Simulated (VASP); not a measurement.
# MgS (I4/mmm) in VASP: a series of runs, part 2 of 2

VASP 6.6.1. Earlier steps stand in the parts before.

## (4) Electric field gradients, PBE (zz strain of -1 %)

INCAR reads:

```
SYSTEM = MgS
ALGO = Normal ; EDIFF = 1E-8
ENCUT = 520 ; GGA = PE
ISIF = 2 ; ISMEAR = -1
LASPH = .True. ; LCHARG = .False.
LEFG = .True. ; LREAL = .False.
LWAVE = .False. ; NBANDS = 11
NELM = 100 ; PREC = Accurate
SIGMA = 0.01
```

KPOINTS reads:

```
k-points
0
Gamma
  8 8 8
  0 0 0
```

POSCAR reads:

```
MgS
1.0
    0.0000000000      2.6016500000      2.5756335000
    2.6016500000      0.0000000000      2.5756335000
    2.6016500000      2.6016500000      0.0000000000
Mg S
1 1
Direct
    0.0000000000      0.0000000000      0.0000000000
    0.5000000000      0.5000000000      0.5000000000
```

Potentials or basis: VASP PAW PBE potentials, release 64 (Mg, S).

Launch:

```bash
cat potpaw_PBE.64/Mg/POTCAR potpaw_PBE.64/S/POTCAR > POTCAR
mpirun -np 1 vasp_std > vasp.out
```

OUTCAR:

```text
SYSTEM = MgS
   EDIFF = 1E-8
   ENCUT = 520
   GGA = PE
   ISIF = 2
   ISMEAR = -1
   LASPH = .True.
   LREAL = .False.
   NELM = 100
   PREC = Accurate

 ion  position               nearest neighbor table
   1  0.000  0.000  0.000-   2 2.58   2 2.58   2 2.60   2 2.60   2 2.60   2 2.60
   2  0.500  0.500  0.500-   1 2.58   1 2.58   1 2.60   1 2.60   1 2.60   1 2.60

  LATTYP: Found a body centered tetragonal cell.
 ALAT       =     3.6792887145
 C/A-ratio  =     1.4000714267

  Lattice vectors:

 A1 = (   0.0000000000,  -2.6016500000,  -2.5756335000)
 A2 = (   0.0000000000,   2.6016500000,  -2.5756335000)
 A3 = (   2.6016500000,   0.0000000000,   2.5756335000)

Analysis of symmetry for initial positions (statically):
=====================================================================
 Subroutine PRICEL returns:
 Original cell was already a primitive cell.

 Routine SETGRP: Setting up the symmetry group for a
 body centered tetragonal supercell.

 Subroutine GETGRP returns: Found 16 space group operations
 (whereof 16 operations were pure point group operations)
 out of a pool of 16 trial point group operations.

The static configuration has the point symmetry D_4h.

Analysis of symmetry for dynamics (positions and initial velocities):
=====================================================================
 Subroutine PRICEL returns:
 Original cell was already a primitive cell.

 Routine SETGRP: Setting up the symmetry group for a
 body centered tetragonal supercell.

 Subroutine GETGRP returns: Found 16 space group operations
 (whereof 16 operations were pure point group operations)
 out of a pool of 16 trial point group operations.

The dynamic configuration has the point symmetry D_4h.

 Subroutine INISYM returns: Found 16 space group operations
 (whereof 16 operations are pure point group operations),
 and found     1 'primitive' translations

----------------------------------------------------------------------------------------

                                     Primitive cell

  volume of cell :      34.8668

  direct lattice vectors                    reciprocal lattice vectors
     0.000000000  2.601650000  2.575633500    -0.192185728  0.192185728  0.194126998
     2.601650000  0.000000000  2.575633500     0.192185728 -0.192185728  0.194126998
     2.601650000  2.601650000  0.000000000     0.192185728  0.192185728 -0.194126998

  length of vectors
     3.660938493  3.660938493  3.679288715     0.334000000  0.334000000  0.334000000

  position of ions in fractional coordinates (direct lattice)
     0.000000000  0.000000000  0.000000000
     0.500000000  0.500000000  0.500000000

  ion indices of the primitive-cell ions
   primitive index   ion index
                 1           1
                 2           2

----------------------------------------------------------------------------------------

 KPOINTS: k-points

Automatic generation of k-mesh.
[... 70 lines left out ...]
   IBRION =     -1    ionic relax: 0-MD 1-quasi-New 2-CG
   NFREE  =      0    steps in history (QN), initial steepest desc. (CG)
   ISIF   =      2    stress and relaxation
   ISYM   =      2    0-nonsym 1-usesym 2-fastsym
   POTIM  = 0.5000    time-step for ionic-motion
   TEBEG  =    0.0;   TEEND  =   0.0 temperature during run
   PSTRESS=    0.0 pullay stress
   NELECT =       8.0000    total number of electrons
   NUPDOWN=      -1.0000    fix difference up-down
   EMIN   =  10.00;   EMAX   =-10.00  energy-range for DOS
   EFERMI =   0.00;   METHOD = LEGACY
   ISMEAR =    -1;   SIGMA  =   0.01  broadening in eV -4-tet -1-fermi 0-gaus
   EFERMI_NEDOS =   21; number of points for ismear=-14 and -15
   IALGO  =     38    algorithm
   IMIX   =      4    mixing-type and parameters
     AMIX     =   0.40;   BMIX     =  1.00
     AMIX_MAG =   1.60;   BMIX_MAG =  1.00
  volume/ion in A,a.u.               =      17.43       117.65
  Fermi-wavevector in a.u.,A,eV,Ry     =   1.002230  1.893941 13.666586  1.004466
  Thomas-Fermi vector in A             =   2.134704
   LORBIT       =      0    0 simple, 1 ext, 2 COOP (PROOUT), +10 PAW based schemes
   GGA     = PE    functional components
[... 5 lines left out ...]
 non-spin polarized calculation
  energy-cutoff  :      520.00
  volume of cell :       34.87
 maximum number of plane-waves:       952
   NGX = 13   NGY = 13   NGZ = 13

 number of electron       7.9999999 magnetization

 Free energy of the ion-electron system (eV)
  ---------------------------------------------------
  ext. energy  EPLUGINS =         0.00000000
  ---------------------------------------------------
  free energy    TOTEN  =        -8.49820604 eV

  energy without entropy =       -8.49820604  energy(sigma->0) =       -8.49820604

 E-fermi :   4.1106     XC(G=0):  -9.7296

 val. band max:        3.8297861813   @ k =   0.0000   0.0000   0.0000
 cond. band min:       6.5783290133   @ k =   0.5000   0.5000   0.0000
 fundamental gap:      2.7485428320
 Fermi energy:         4.1106238205

 k-point     1 :       0.0000    0.0000    0.0000
  band No.  band energies     occupation
      1      -8.9094      2.00000
      2       3.7853      2.00000
      3       3.8298      2.00000
      4       3.8298      2.00000
      5       7.6052      0.00000
      6      11.7291      0.00000
      7      11.7291      0.00000
      8      11.8338      0.00000
      9      14.1066      0.00000
     10      14.2448      0.00000
     11      16.3781      0.00000
[... 309 lines left out ...]
 k-point    24 :       0.3750    0.0000    0.1250
  band No.  band energies     occupation
      1      -7.8974      2.00000
      2       0.0344      2.00000
      3       2.8818      2.00000
      4       3.0190      2.00000
      5       9.1274      0.00000
      6      10.4330      0.00000
      7      11.9276      0.00000
      8      12.1819      0.00000
      9      15.2821      0.00000
     10      16.6478      0.00000
     11      16.8275      0.00000

 [... further k-points ...]
[... 5 lines left out ...]
  --------------------------------------------------------------------------------------
  -------------------------------------------------------------------------------------
  Total        0.2840389      0.2840389      0.5308983      0.0000000     -0.0000000     -0.0000000
  in kB       13.0519858     13.0519858     24.3955240      0.0000000     -0.0000000     -0.0000000
  external PRESSURE =      16.8331652 kB  Pullay stress =       0.0000000 kB

 VOLUME and BASIS-vectors are now :
 -----------------------------------------------------------------------------
  energy-cutoff  :      520.00
  volume of cell :       34.87
      direct lattice vectors                 reciprocal lattice vectors
     0.000000000  2.601650000  2.575633500    -0.192185728  0.192185728  0.194126998
     2.601650000  0.000000000  2.575633500     0.192185728 -0.192185728  0.194126998
     2.601650000  2.601650000  0.000000000     0.192185728  0.192185728 -0.194126998

 POSITION                                       TOTAL-FORCE (eV/Angst)
 -----------------------------------------------------------------------------------
      0.00000      0.00000      0.00000        -0.000000     -0.000000      0.000000
      2.60165      2.60165      2.57563         0.000000      0.000000      0.000000
 -----------------------------------------------------------------------------------
    total drift:                                0.000000      0.000000      0.000000

  FREE ENERGIE OF THE ION-ELECTRON SYSTEM (eV)
  ---------------------------------------------------
  free  energy   TOTEN  =        -8.4982060394 eV

  energy  without entropy=       -8.4982060394  energy(sigma->0) =       -8.49820604

 Electric field gradients (V/A^2)
---------------------------------------------------------------------
 ion       V_xx      V_yy      V_zz      V_xy      V_xz      V_yz
---------------------------------------------------------------------
   1       0.843     0.843    -1.685     0.000     0.000     0.000
   2       0.395     0.395    -0.790    -0.000    -0.000    -0.000
---------------------------------------------------------------------

 Electric field gradients after diagonalization (V/A^2)
 (convention: |V_zz| > |V_xx| > |V_yy|)
----------------------------------------------------------------------
 ion       V_xx      V_yy      V_zz     asymmetry (V_yy - V_xx)/ V_zz
----------------------------------------------------------------------
   1       0.843     0.843    -1.685       0.000
   2       0.396     0.395    -0.790       0.001
----------------------------------------------------------------------

           NMR quadrupolar parameters

 Cq : quadrupolar parameter    Cq=e*Q*V_zz/h
 eta: asymmetry parameters     (V_yy - V_xx)/ V_zz
 Q  : nuclear electric quadrupole moment in mb (millibarn)
----------------------------------------------------------------------
 ion       Cq(MHz)       eta       Q (mb)
----------------------------------------------------------------------
   1      -0.004       0.000       1.000
   2      -0.002       0.001       1.000
----------------------------------------------------------------------
```

Run time: 11 s. Hardware: 1 thread of Intel Xeon 6975P-C (Granite Rapids), shared host; peak memory 0.17 GiB.

Results:

- Free energy: -8.4982 eV
- Pressure: 1.7 GPa
- Band gap on the k mesh: 2.75 eV, indirect (least direct gap 3.78 eV)

Levels at points of the mesh, in eV from the valence-band top:
```csv
k point,band 1,band 2,band 3,band 4,band 5,band 6,band 7,band 8,band 9
"(0.00, 0.00, 0.00)",-12.74,-0.04,0.00,0.00,3.78,7.90,7.90,8.00,10.28
"(0.50, 0.00, 0.00)",-11.41,-4.90,-0.63,-0.60,4.55,6.85,6.96,10.21,12.20
"(0.50, 0.50, 0.00)",-11.00,-4.25,-1.75,-1.75,2.75,4.33,12.16,12.85,13.42
"(0.50, 0.00, 0.50)",-11.04,-4.26,-1.75,-1.66,2.80,4.36,12.05,12.82,13.34
```

Electric field gradients, principal values (V/Å²):
```csv
atom,least,middle,greatest (by size)
1 Mg,0.843,0.843,-1.685
2 S,0.395,0.396,-0.790
```

Caveat: the cell differs from its parent crystal (zz strain of -1 %); without QUAD_EFG the Cq values of the log hold for a quadrupole moment of 1 mb, not for the nuclei. A k mesh can miss the band edges.
